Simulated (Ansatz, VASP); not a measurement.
**One calculation of Ir, two programs**

Contents of INCAR:

```
PREC = Accurate ; ENCUT = 500
EDIFF = 1E-6 ; ISMEAR = 1
SIGMA = 0.1 ; LREAL = F
LASPH = T ; NELM = 120
ALGO = Normal ; ISIF = 2
LWAVE = F ; LCHARG = T
GGA = PS ; LELF = T
LVHAR = T ; NBANDS = 16
GGA_COMPAT = F
```

File KPOINTS:

```
regular mesh
0
Gamma
  8 8 5
```

POSCAR

```
Ir
1.0
    2.7818109569      0.0015225291     -0.0104974376
   -1.3895882904      2.3948080939     -0.0125408320
   -0.0170182696     -0.0333053246      4.4667398473
Ir
2
Direct
    0.6806600000      0.3916000000      0.7404900000
    0.2836000000      0.6097500000      0.2056100000
```

Input for Ansatz:

```yaml
crystal:
  lattice:
    - [2.7818109569411, 0.0015225291228005546, -0.01049743763615119]
    - [-1.3895882904465482, 2.3948080938587166, -0.012540831985172987]
    - [-0.017018269602882514, -0.03330532456126213, 4.466739847294058]
  atoms:
    - { symbol: Ir, position: [0.68066, 0.3916, 0.74049] }
    - { symbol: Ir, position: [0.2836, 0.60975, 0.20561] }
basis:
  ecutwfc: 540.0
  xc_grid: 2
kpoints:
  mp_grid:
    grid: [8, 8, 5]
hamiltonian:
  xc: pbesol
scf:
  convergence:
    dr2_threshold: 1.0e-09
  occupations:
    method: cold
    width: 0.1
output:
  forces: true
  stress: true
```

Alike in both runs: task single point; functional PBEsol; k mesh 8 × 8 × 5; no spin polarisation.

|  | VASP | Ansatz |
| --- | --- | --- |
| version | VASP 6.6.1 | Ansatz 0.2.0 |
| potentials or method | VASP PAW PBE potentials, release 64 (Ir), cutoff 500 eV | plane waves, PAW |
| occupations | methfessel-paxton of order 1, width 0.1 eV | cold, width 0.1 eV |
| valence electrons in the cell | 18 | 34 |

Ansatz gave:

```
pressure (GPa)                                                : -10.1
traceless stress, the component that is largest in VASP (GPa) : 8.68
rms of the force components (eV/Å)                            : 1.290
```

Task: Estimate VASP's values.

Result: Pressure (GPa): -9.3; traceless stress, the component that is largest in VASP (GPa): 8.81; rms of the force components (eV/Å): 1.320.

VASP's potentials were made for PBE, not for PBEsol. Atom by atom the forces differ by 0.035 eV/Å (rms over components). VASP's potentials hold 18 valence electrons a cell and Ansatz's 34, so a difference there can come from the potentials and not from the codes. Ansatz's warnings: stress scf threshold loose.

Neither program's run includes spin-orbit coupling.
